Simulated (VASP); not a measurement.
Here is a VASP 6.6.1 calculation.

File INCAR:

```
PREC = Accurate
ENCUT = 520
EDIFF = 1E-6
ISMEAR = 0
SIGMA = 0.15
LREAL = False
LASPH = True
NELM = 100
ALGO = Normal
ISIF = 2
LWAVE = False
LCHARG = True
GGA = PE
LELF = True
LVHAR = True
NBANDS = 14
```

Contents of KPOINTS:

```
Automatic mesh
0
Gamma
  18 18 18
```

POSCAR

```
HfN
1.0
    0.0000000000      2.3182987500      2.3182987500
    2.2590000000      0.0592987500      2.2590000000
    2.2590000000      2.2590000000      0.0592987500
Hf N
1 1
Direct
    0.0000000000      0.0000000000      0.0000000000
    0.5000000000      0.5000000000      0.5000000000
```

Potentials or basis: VASP PAW PBE potentials, release 64 (Hf_pv, N).

Run with:

```console
$ cat potpaw_PBE.64/Hf_pv/POTCAR potpaw_PBE.64/N/POTCAR > POTCAR
$ mpirun -np 1 vasp_std > vasp.out
```

Question: What does it give for the pressure?

Answer: 3.3 GPa.

Question: What does it give for the band gap on the k mesh?

Answer: Zero (an odd number of electrons rules out a gap without spin polarisation).

Stress tensor (GPa, compression positive):
```
 2.95  0.00  0.00
 0.00  3.46 -6.49
 0.00 -6.49  3.46
```

Caveat: the cell differs from its parent crystal (strain +0.0525 x Voigt [0, 0, 0, 1, 0, 0]); the cell stands under pressure; spin-orbit coupling is left out, which moves the levels of the heavy elements.
